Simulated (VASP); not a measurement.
WC: electric field gradients with PBE

The system is WC.

```
W C
1.0
     2.91014    0.00000    0.00000
    -1.45507    2.52025    0.00000
     0.00000    0.00000    2.83840
W C
1 1
Direct
  0.00000 0.00000 0.00000
  0.66667 0.33333 0.50000
```

- Program: VASP 6.6.1
- Task: electric field gradients
- Functional: PBE
- Potentials or basis: VASP PAW PBE potentials, release 64 (W_sv, C_h)
- Cutoff: 910 eV
- k mesh: 13 × 13 × 12
- Occupations: fermi-dirac, width 0.05 eV
- Spin: no spin polarisation
- Dipole correction: no
- Further INCAR settings: ALGO = Normal; EDIFF = 1e-08; NBANDS = 16

```json
{
 "Pressure": "5.3 GPa",
 "Band gap on the k mesh": "zero (bands 9 and 10 overlap by 1.27 eV)",
 "Largest electric field gradient by atom": "W -140.5; C +0.3 V/Å²"
}
```

Stress tensor (GPa, compression positive):
```
5.36 0.00 0.00
0.00 5.36 0.00
0.00 0.00 5.20
```

Levels at points of the mesh, in eV from the Fermi level:
```tsv
k point	band 6	band 7	band 8	band 9	band 10	band 11	band 12	band 13
(0.00, 0.00, 0.00)	-4.30	-3.33	-3.33	0.08	3.22	3.22	5.60	5.60
(0.00, 0.00, 0.50)	-8.64	-2.02	-2.02	-0.59	-0.59	3.66	4.51	4.51
```

Electric field gradients, principal values (V/Å²):
```csv
atom,least,middle,greatest (by size)
1 W,70.254,70.254,-140.508
2 C,-0.129,-0.129,0.259
```

Run time: 44 s on 1 thread of Intel(R) Xeon(R) 6975P-C (Granite Rapids), with other jobs on the host, peak memory 0.25 GiB.

Caveat: the cutoff is under 1.25 times the usual one of these potentials, so pressure, stress and relaxed cells hold a basis-set (Pulay) error; the cell stands under pressure; without QUAD_EFG the Cq values of the log hold for a quadrupole moment of 1 mb, not for the nuclei; spin-orbit coupling is left out, which moves the levels of the heavy elements.
